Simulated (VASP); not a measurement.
Here is a VASP 6.6.1 calculation.

Contents of INCAR:

```
SYSTEM = CdF2
PREC = Accurate
ENCUT = 600
EDIFF = 1E-6
ISMEAR = 0
SIGMA = 0.02
LREAL = .FALSE.
LASPH = .TRUE.
NELM = 120
ALGO = Normal
ISIF = 2
LWAVE = .FALSE.
LCHARG = .TRUE.
GGA = PS
LELF = .TRUE.
LVHAR = .TRUE.
NBANDS = 20
GGA_COMPAT = .FALSE.
```

Contents of KPOINTS:

```
Automatic mesh
0
G
  8 8 8
  0 0 0
```

POSCAR

```
CdF2
1.0
    0.0000000000      2.6920085946      2.6920085946
    2.6920085946      0.0000000000      2.6920085946
    2.6920085946      2.6920085946      0.0000000000
Cd F
1 2
Direct
    0.0000000000      0.0000000000      0.0000000000
    0.2500000000      0.2500000000      0.2500000000
    0.7500000000      0.7500000000      0.7500000000
```

Potentials or basis: VASP PAW PBE potentials, release 64 (Cd, F).

Launch:

```bash
$ cat potpaw_PBE.64/Cd/POTCAR potpaw_PBE.64/F/POTCAR > POTCAR
$ mpirun -np 1 vasp_std > vasp.out
```

Question: Estimate the pressure.

Answer: 0.7 GPa.

Question: What does it give for the band gap on the k mesh?

Answer: 2.91 eV (least direct gap 3.40 eV).

Caveat: the PAW data sets were made with another functional, which shifts forces and pressure a little. A k mesh can miss the band edges.
